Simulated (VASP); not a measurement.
# Ta (Fm-3m) in VASP: notebook, part 2 of 3

VASP 6.6.1. The steps go on from the part before.

## (3) Single point, BLYP (volume scaled by 1.08)

File INCAR:

```
  PREC = Accurate
  ENCUT = 520
  EDIFF = 1E-7
  ISMEAR = -1
  SIGMA = 0.1
  LREAL = F
  LASPH = T
  NELM = 60
  ALGO = Normal
  ISIF = 2
  LWAVE = F
  LCHARG = T
  GGA = B5
  ALDAX = 1.0
  AGGAX = 1.0
  AGGAC = 1.0
  ALDAC = 0.0
  LELF = T
  LVHAR = T
  NBANDS = 12
```

File KPOINTS:

```
Automatic mesh
0
Gamma
  14 14 14
```

File POSCAR:

```
Ta
1.0
    0.0000000000      2.1878691071      2.1878691071
    2.1878691071      0.0000000000      2.1878691071
    2.1878691071      2.1878691071      0.0000000000
Ta
1
Direct
    0.0000000000      0.0000000000      0.0000000000
```

Potentials or basis: VASP PAW PBE potentials, release 64 (Ta_pv).

The run is started by

```sh
$ cat potpaw_PBE.64/Ta_pv/POTCAR > POTCAR
$ mpirun -np 1 vasp_std > vasp.out
```

OUTCAR:

```text
PREC = Accurate
   ENCUT = 520
   EDIFF = 1E-7
   ISMEAR = -1
   LREAL = F
   LASPH = T
   NELM = 60
   ISIF = 2
   GGA = B5

 ion  position               nearest neighbor table
   1  0.000  0.000  0.000-

  LATTYP: Found a face centered cubic cell.
 ALAT       =     4.3757382142

  Lattice vectors:

 A1 = (   0.0000000000,   2.1878691071,   2.1878691071)
 A2 = (   2.1878691071,   0.0000000000,   2.1878691071)
 A3 = (   2.1878691071,   2.1878691071,   0.0000000000)

Analysis of symmetry for initial positions (statically):
=====================================================================
 Subroutine PRICEL returns:
 Original cell was already a primitive cell.

 Routine SETGRP: Setting up the symmetry group for a
 face centered cubic supercell.

 Subroutine GETGRP returns: Found 48 space group operations
 (whereof 48 operations were pure point group operations)
 out of a pool of 48 trial point group operations.

The static configuration has the point symmetry O_h .

Analysis of symmetry for dynamics (positions and initial velocities):
=====================================================================
 Subroutine PRICEL returns:
 Original cell was already a primitive cell.

 Routine SETGRP: Setting up the symmetry group for a
 face centered cubic supercell.

 Subroutine GETGRP returns: Found 48 space group operations
 (whereof 48 operations were pure point group operations)
 out of a pool of 48 trial point group operations.

The dynamic configuration has the point symmetry O_h .

 Subroutine INISYM returns: Found 48 space group operations
 (whereof 48 operations are pure point group operations),
 and found     1 'primitive' translations

----------------------------------------------------------------------------------------

                                     Primitive cell

  volume of cell :      20.9457

  direct lattice vectors                    reciprocal lattice vectors
     0.000000000  2.187869107  2.187869107    -0.228532867  0.228532867  0.228532867
     2.187869107  0.000000000  2.187869107     0.228532867 -0.228532867  0.228532867
     2.187869107  2.187869107  0.000000000     0.228532867  0.228532867 -0.228532867

  length of vectors
     3.094114164  3.094114164  3.094114164     0.395830537  0.395830537  0.395830537

  position of ions in fractional coordinates (direct lattice)
     0.000000000  0.000000000  0.000000000

  ion indices of the primitive-cell ions
   primitive index   ion index
                 1           1

----------------------------------------------------------------------------------------

 KPOINTS: Automatic mesh

Automatic generation of k-mesh.
 Grid dimensions read from file:
 generate k-points for:   14   14   14

 Generating k-lattice:

  Cartesian coordinates                     Fractional coordinates (reciprocal lattice)
    -0.016323776  0.016323776  0.016323776     0.071428571  0.000000000  0.000000000
     0.016323776 -0.016323776  0.016323776     0.000000000  0.071428571  0.000000000
     0.016323776  0.016323776 -0.016323776     0.000000000  0.000000000  0.071428571

  Length of vectors
     0.028273610  0.028273610  0.028273610

  Shift w.r.t. Gamma in fractional coordinates (k-lattice)
     0.000000000  0.000000000  0.000000000

 Subroutine IBZKPT returns following result:
 ===========================================

 Found    104 irreducible k-points:

 Following reciprocal coordinates:
            Coordinates               Weight
  0.000000  0.000000  0.000000      1.000000
  0.071429  0.000000  0.000000      8.000000
  0.142857  0.000000  0.000000      8.000000
  0.214286  0.000000  0.000000      8.000000
  0.285714  0.000000  0.000000      8.000000
  0.357143  0.000000  0.000000      8.000000
[... 16 lines left out ...]
  0.214286  0.142857  0.000000     24.000000
  0.285714  0.142857  0.000000     24.000000
 [... further k-points ...]
   k-points           NKPTS =    104   k-points in BZ     NKDIM =    104   number of bands    NBANDS=     12
   number of dos      NEDOS =    301   number of ions     NIONS =      1
   total plane-waves  NPLWV =  13824
   dimension x,y,z NGX =    24 NGY =   24 NGZ =   24
   dimension x,y,z NGXF=    48 NGYF=   48 NGZF=   48
   ions per type =               1
   NGX,Y,Z   is equivalent  to a cutoff of  12.90, 12.90, 12.90 a.u.
   NGXF,Y,Z  is equivalent  to a cutoff of  25.79, 25.79, 25.79 a.u.
 SYSTEM =  unknown system
   PREC   = accura    normal or accurate (medium, high low for compatibility)
   ISTART =      0    job   : 0-new  1-cont  2-samecut
   ICHARG =      2    charge: 1-file 2-atom 10-const
   ISPIN  =      1    spin polarized calculation?
   LNONCOLLINEAR =      F non collinear calculations
   LSORBIT =      F    spin-orbit coupling
   LASPH  =      T    aspherical Exc in radial PAW
   ENCUT  =  520.0 eV  38.22 Ry    6.18 a.u.   5.75  5.75  5.75*2*pi/ulx,y,z
   NELM   =     60;   NELMIN=  2; NELMDL= -5     # of ELM steps
   EDIFF  = 0.1E-06   stopping-criterion for ELM
   LREAL  =      F    real-space projection
   EDIFFG = 0.1E-05   stopping-criterion for IOM
   NSW    =      0    number of steps for IOM
   IBRION =     -1    ionic relax: 0-MD 1-quasi-New 2-CG
   NFREE  =      0    steps in history (QN), initial steepest desc. (CG)
   ISIF   =      2    stress and relaxation
   ISYM   =      2    0-nonsym 1-usesym 2-fastsym
   POTIM  = 0.5000    time-step for ionic-motion
   TEBEG  =    0.0;   TEEND  =   0.0 temperature during run
   PSTRESS=    0.0 pullay stress
   NELECT =      11.0000    total number of electrons
   NUPDOWN=      -1.0000    fix difference up-down
   EMIN   =  10.00;   EMAX   =-10.00  energy-range for DOS
   EFERMI =   0.00;   METHOD = LEGACY
   ISMEAR =    -1;   SIGMA  =   0.10  broadening in eV -4-tet -1-fermi 0-gaus
   EFERMI_NEDOS =   21; number of points for ismear=-14 and -15
   IALGO  =     38    algorithm
   IMIX   =      4    mixing-type and parameters
     AMIX     =   0.40;   BMIX     =  1.00
     AMIX_MAG =   1.60;   BMIX_MAG =  1.00
  volume/ion in A,a.u.               =      20.95       141.35
  Fermi-wavevector in a.u.,A,eV,Ry     =   1.320812  2.495973 23.735972  1.744545
  Thomas-Fermi vector in A             =   2.450611
   LORBIT       =      0    0 simple, 1 ext, 2 COOP (PROOUT), +10 PAW based schemes
   GGA     = B5    functional components
   LHFCALC =     F    Hartree Fock is set to
   AEXX    =    0.0000 exact exchange contribution
   IVDW    =     0    specifies the selected vdW correction
   LEPSILON=     F    determine dielectric tensor
   LRPA    =     F    only Hartree local field effects (RPA)
 non-spin polarized calculation
  energy-cutoff  :      520.00
  volume of cell :       20.95
 maximum number of plane-waves:       588
   NGX = 11   NGY = 11   NGZ = 11

 number of electron      11.0000001 magnetization

 Free energy of the ion-electron system (eV)
  ---------------------------------------------------
  ext. energy  EPLUGINS =         0.00000000
  ---------------------------------------------------
  free energy    TOTEN  =       -10.03258099 eV

  energy without entropy =       -9.98482281  energy(sigma->0) =      -10.00870190

 E-fermi :   5.2095     XC(G=0): -11.2661

 val. band max:        5.1941282217   @ k =  -0.0714   0.0714   0.0000
 cond. band min:       5.2110536973   @ k =   0.3571   0.2143   0.0000
 fundamental gap:      0.0169254756
 Fermi energy:         5.2095021129

 k-point     1 :       0.0000    0.0000    0.0000
  band No.  band energies     occupation
      1     -28.6639      2.00000
      2     -28.6639      2.00000
      3     -28.6639      2.00000
      4      -2.3082      2.00000
      5       5.5715      0.05216
      6       5.5715      0.05216
      7       5.5715      0.05216
      8       8.1134      0.00000
      9       8.1134      0.00000
     10      17.4492      0.00000
     11      18.3975      0.00000
     12      21.8768      0.00000

 k-point     2 :       0.0714    0.0000    0.0000
  band No.  band energies     occupation
      1     -28.7010      2.00000
      2     -28.6688      2.00000
      3     -28.6688      2.00000
      4      -2.1273      2.00000
      5       5.4266      0.20475
      6       5.6556      0.02285
      7       5.6556      0.02285
      8       8.0410      0.00000
      9       8.0410      0.00000
     10      17.8155      0.00000
     11      18.3969      0.00000
     12      20.9758      0.00000
[... 316 lines left out ...]
 k-point    24 :       0.2857    0.1429    0.0000
  band No.  band energies     occupation
      1     -29.0241      2.00000
      2     -28.7626      2.00000
      3     -28.7552      2.00000
      4      -0.0060      2.00000
      5       4.0970      1.99997
      6       5.7395      0.00993
      7       6.4997      0.00000
      8       7.5823      0.00000
      9       8.9614      0.00000
     10      18.3089      0.00000
     11      18.5166      0.00000
     12      20.9804      0.00000

 [... further k-points ...]
[... 5 lines left out ...]
  --------------------------------------------------------------------------------------
  -------------------------------------------------------------------------------------
  Total       -1.4332747     -1.4332747     -1.4332747      0.0000000     -0.0000000      0.0000000
  in kB     -109.6341895   -109.6341895   -109.6341895      0.0000000     -0.0000000      0.0000000
  external PRESSURE =    -109.6341895 kB  Pullay stress =       0.0000000 kB

 VOLUME and BASIS-vectors are now :
 -----------------------------------------------------------------------------
  energy-cutoff  :      520.00
  volume of cell :       20.95
      direct lattice vectors                 reciprocal lattice vectors
     0.000000000  2.187869107  2.187869107    -0.228532867  0.228532867  0.228532867
     2.187869107  0.000000000  2.187869107     0.228532867 -0.228532867  0.228532867
     2.187869107  2.187869107  0.000000000     0.228532867  0.228532867 -0.228532867

 POSITION                                       TOTAL-FORCE (eV/Angst)
 -----------------------------------------------------------------------------------
      0.00000      0.00000      0.00000         0.000000      0.000000      0.000000
 -----------------------------------------------------------------------------------
    total drift:                                0.000000      0.000000      0.000000

  FREE ENERGIE OF THE ION-ELECTRON SYSTEM (eV)
  ---------------------------------------------------
  free  energy   TOTEN  =       -10.0325809922 eV

  energy  without entropy=       -9.9848228118  energy(sigma->0) =      -10.00870190
```

OSZICAR:

```text
N       E                     dE             d eps       ncg     rms          rms(c)
DAV:   1     0.619225360447E+02    0.61923E+02   -0.60268E+03  2504   0.853E+02
DAV:   2    -0.948210628428E+01   -0.71405E+02   -0.69777E+02  2796   0.239E+02
DAV:   3    -0.105653780774E+02   -0.10833E+01   -0.10723E+01  3064   0.276E+01
DAV:   4    -0.105689812829E+02   -0.36032E-02   -0.36027E-02  2776   0.178E+00
DAV:   5    -0.105689967293E+02   -0.15446E-04   -0.15446E-04  3104   0.111E-01    0.102E+01
DAV:   6    -0.101405015137E+02    0.42850E+00   -0.36514E-01  2992   0.645E+00    0.452E+00
DAV:   7    -0.100324392478E+02    0.10806E+00   -0.36975E-01  2864   0.543E+00    0.419E-01
DAV:   8    -0.100326981199E+02   -0.25887E-03   -0.16877E-02  2780   0.981E-01    0.178E-01
DAV:   9    -0.100325867070E+02    0.11141E-03   -0.39843E-04  2900   0.201E-01    0.225E-02
DAV:  10    -0.100325813232E+02    0.53837E-05   -0.28237E-05  2896   0.499E-02    0.652E-03
DAV:  11    -0.100325810124E+02    0.31083E-06   -0.62360E-07  2812   0.754E-03    0.150E-03
DAV:  12    -0.100325809922E+02    0.20178E-07   -0.61763E-08  1828   0.196E-03
   1 F= -.10032581E+02 E0= -.10008702E+02  d E =-.477582E-01
```

It took 14 s on 1 thread of Intel Xeon Platinum 8488C (Sapphire Rapids), shared host; peak memory 0.15 GiB.

Results:

```
Free energy : -10.0326 eV
Pressure    : -11.0 GPa
```

Levels at points of the mesh, in eV from the Fermi level:
| k point | band 2 | band 3 | band 4 | band 5 | band 6 | band 7 | band 8 | band 9 |
| --- | --- | --- | --- | --- | --- | --- | --- | --- |
| (0.00, 0.00, 0.00) | -33.87 | -33.87 | -7.52 | 0.36 | 0.36 | 0.36 | 2.90 | 2.90 |
| (0.50, 0.00, 0.00) | -33.97 | -33.97 | -4.17 | 0.20 | 0.20 | 0.63 | 4.88 | 4.88 |
| (0.50, 0.50, 0.00) | -34.13 | -34.13 | -3.78 | -2.90 | 2.54 | 4.86 | 5.45 | 5.45 |

Caveat: the cell differs from its parent crystal (volume scaled by 1.08); the PAW data sets were made with another functional, which shifts forces and pressure a little; spin-orbit coupling is left out, which moves the levels of the heavy elements.

## (4) Single point, BLYP (volume scaled by 1.12)

File INCAR:

```
SYSTEM = Ta
PREC = Accurate ; ENCUT = 520
EDIFF = 1E-7 ; ISMEAR = -1
SIGMA = 0.1 ; LREAL = .FALSE.
LASPH = .TRUE. ; NELM = 100
ALGO = Normal ; ISIF = 2
LWAVE = .FALSE. ; LCHARG = .FALSE.
GGA = B5 ; ALDAX = 1.0
AGGAX = 1.0 ; AGGAC = 1.0
ALDAC = 0.0 ; NBANDS = 12
```

File KPOINTS:

```
regular mesh
0
G
  14 14 14
  0 0 0
```

File POSCAR:

```
Ta
1.0
    0.0000000000      2.2145530675      2.2145530675
    2.2145530675      0.0000000000      2.2145530675
    2.2145530675      2.2145530675      0.0000000000
Ta
1
Direct
    0.0000000000      0.0000000000      0.0000000000
```

The run is started by

```sh
$ cat potpaw_PBE.64/Ta_pv/POTCAR > POTCAR
$ mpirun -np 1 vasp_std > vasp.out
```

Wall time 14 s (1 thread of Intel Xeon Platinum 8488C (Sapphire Rapids), shared host); peak memory 0.15 GiB.

The run converged. Its results:

- Free energy: -9.9686 eV
- Pressure: -15.4 GPa

Levels at points of the mesh, in eV from the Fermi level:
| k point | band 1 | band 2 | band 3 | band 4 | band 5 | band 6 | band 7 | band 8 | band 9 | band 10 |
| --- | --- | --- | --- | --- | --- | --- | --- | --- | --- | --- |
| (0.00, 0.00, 0.00) | -33.99 | -33.99 | -33.99 | -7.36 | 0.36 | 0.36 | 0.36 | 2.78 | 2.78 | 12.13 |
| (0.50, 0.00, 0.00) | -34.62 | -34.08 | -34.08 | -4.04 | 0.21 | 0.21 | 0.56 | 4.64 | 4.64 | 8.01 |
| (0.50, 0.50, 0.00) | -34.58 | -34.22 | -34.22 | -3.60 | -2.75 | 2.39 | 4.62 | 5.18 | 5.18 | 9.71 |

Caveat: the cell differs from its parent crystal (volume scaled by 1.12); the PAW data sets were made with another functional, which shifts forces and pressure a little; spin-orbit coupling is left out, which moves the levels of the heavy elements.

## (5) Relaxation of cell and atoms, BLYP

This run uses another cell than the first one, of 18.06 Å³/atom, 0.896 times its volume.

File INCAR:

```
PREC     = Accurate       # precision mode
ENCUT    = 600            # plane-wave cutoff, eV
EDIFF    = 1E-7           # SCF threshold, eV
ISMEAR   = -1             # smearing method
SIGMA    = 0.1            # smearing width, eV
LREAL    = False          # projectors in reciprocal space
LASPH    = True           # aspherical terms in the spheres
NELM     = 60             # most SCF steps
ALGO     = Normal         # electronic algorithm
ISIF     = 3              # what is computed and relaxed
LWAVE    = False          # write WAVECAR
LCHARG   = False          # write CHGCAR
GGA      = B5             # functional
ALDAX    = 1.0          
AGGAX    = 1.0          
AGGAC    = 1.0          
ALDAC    = 0.0          
IBRION   = 2              # ionic algorithm
NSW      = 80             # ionic steps
EDIFFG   = -0.01          # ionic threshold
```

File KPOINTS:

```
Automatic mesh
0
Gamma
  13 13 13
```

File POSCAR:

```
Ta
1.0
    0.0000000000      2.0825235034      2.0825235034
    2.0825235034      0.0000000000      2.0825235034
    2.0825235034      2.0825235034      0.0000000000
Ta
1
Direct
    0.0000000000      0.0000000000      0.0000000000
```

The run is started by

```sh
$ cat potpaw_PBE.64/Ta_pv/POTCAR > POTCAR
$ mpirun -np 1 vasp_std > vasp.out
```

It took 31 s on 1 thread of Intel Xeon Platinum 8488C (Sapphire Rapids), shared host; peak memory 0.16 GiB.

Results (log left out):

* Free energy: -10.0883 eV
* Relaxed volume: 19.49 Å³/atom
* Relaxed cell: a = 3.021 Å, b = 3.021 Å, c = 3.021 Å, α = 60.00°, β = 60.00°, γ = 60.00°
* Space group after relaxing (to 0.05 Å): Fm-3m (No. 225)
* Energy gained by relaxing: 65.0 meV/atom
* Ionic steps: 4
* Pressure after relaxing: -0.1 GPa

The path:
```csv
step,energy change (eV),largest force (eV/Å),pressure (GPa),volume (Å³)
1,0.0000,0.0000,15.58,18.06
2,0.2072,0.0000,-21.21,23.05
3,-0.0648,0.0000,-0.77,19.57
4,-0.0650,0.0000,-0.06,19.49
```

Final structure:
```yaml
crystal:
  lattice:
    - [0.00000, 2.13610, 2.13610]
    - [2.13610, 0.00000, 2.13610]
    - [2.13610, 2.13610, 0.00000]
  atoms:
    - { symbol: Ta, position: [0.00000, 0.00000, 0.00000] }
```

Levels at points of the mesh, in eV from the Fermi level:
```
           k point  band 1  band 2  band 3  band 4  band 5  band 6  band 7  band 8  band 9
(0.00, 0.00, 0.00)  -33.63  -33.63  -33.63   -7.82    0.36    0.36    0.36    3.17    3.17
```

Caveat: the PAW data sets were made with another functional, which shifts forces and pressure a little; spin-orbit coupling is left out, which moves the levels of the heavy elements.

[end of part 2 of 3]
